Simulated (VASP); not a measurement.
Wanted: the native input for a VASP 6.6.1 run.

- Task: single point
- Functional: PBE
- Potentials or basis: VASP PAW PBE potentials, release 64 (Cd)
- Cutoff: 520 eV
- k mesh: 16 × 15 × 15
- Occupations: gaussian, width 0.1 eV
- Spin: no spin polarisation
- Dipole correction: no
- Further INCAR settings: ALGO = Fast; EDIFF = 1e-06; NBANDS = 12; ISYM = 0

The structure of Cd lies in POSCAR:

```
Cd
1.0
    0.1774519800      2.1220816843      2.1220816843
    2.2995336643      0.0000000000      2.2995336643
    2.2995336643      2.2995336643      0.0000000000
Cd
1
Direct
    0.0000000000      0.0000000000      0.0000000000
```

This cell differs from its parent crystal: strained.

The input as run:

INCAR

```
PREC     = Accurate       # precision mode
ENCUT    = 520            # plane-wave cutoff, eV
EDIFF    = 1E-6           # SCF threshold, eV
ISMEAR   = 0              # smearing method
SIGMA    = 0.1            # smearing width, eV
LREAL    = False          # projectors in reciprocal space
LASPH    = True           # aspherical terms in the spheres
NELM     = 100            # most SCF steps
ALGO     = Fast           # electronic algorithm
ISIF     = 2              # what is computed and relaxed
LWAVE    = False          # write WAVECAR
LCHARG   = False          # write CHGCAR
GGA      = PE             # functional
ISYM     = 0            
NBANDS   = 12             # bands
```

KPOINTS

```
Automatic mesh
0
Gamma
  16 15 15
```

Potentials or basis: VASP PAW PBE potentials, release 64 (Cd).

Run with:

```sh
$ cat potpaw_PBE.64/Cd/POTCAR > POTCAR
$ mpirun -np 1 vasp_std > vasp.out
```

Results of the run:

```
Pressure               : 4.0 GPa
Band gap on the k mesh : zero (bands 6 and 7 overlap by 3.20 eV)
```

Caveat: the cell differs from its parent crystal (strained); the cell stands under pressure.

Wall time 5 min on 1 thread of Intel Xeon 8259CL, on a shared host, peak memory 0.52 GiB.
